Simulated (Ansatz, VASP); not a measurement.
## One calculation of MgO, two programs

File INCAR:

```
ALGO = Normal
EDIFF = 1E-6
ENCUT = 840
GGA = PE
GGA_COMPAT = False
ISIF = 2
ISMEAR = 0
LASPH = True
LCHARG = True
LELF = True
LREAL = False
LVHAR = True
LWAVE = False
NBANDS = 15
NELM = 120
PREC = Accurate
SIGMA = 0.01
```

Contents of KPOINTS:

```
k-points
0
Gamma
  8 8 8
```

The input POSCAR:

```
MgO
1.0
    0.0000000000      2.0800032635      2.0800032635
    2.0800032635      0.0000000000      2.0800032635
    2.0800032635      2.0800032635      0.0000000000
Mg O
1 1
Direct
    0.0000000000      0.0000000000      0.0000000000
    0.5000000000      0.5000000000      0.5000000000
```

Input for Ansatz:

```yaml
crystal:
  lattice:
    - [0.0, 2.0800032634903185, 2.0800032634903185]
    - [2.0800032634903185, 0.0, 2.0800032634903185]
    - [2.0800032634903185, 2.0800032634903185, 0.0]
  atoms:
    - { symbol: Mg, position: [0.0, 0.0, 0.0] }
    - { symbol: O, position: [0.5, 0.5, 0.5] }
basis:
  ecutwfc: 550.0
kpoints:
  mp_grid:
    grid: [8, 8, 8]
hamiltonian:
  xc: pbe
scf:
  occupations:
    method: fixed
output:
  stress: true
```

Alike in both runs: task single point; functional PBE; k mesh 8 × 8 × 8; no spin polarisation.

```csv
,VASP,Ansatz
version,VASP 6.6.1,Ansatz 0.2.0
potentials or method,"VASP PAW PBE potentials, release 64 (Mg_sv, O), cutoff 840 eV","plane waves, PAW"
occupations,"gaussian, width 0.01 eV",fixed
valence electrons in the cell,16,16
```

```tsv
	VASP	Ansatz	Ansatz less VASP
pressure (GPa)	11.6	11.5	-0.13
```
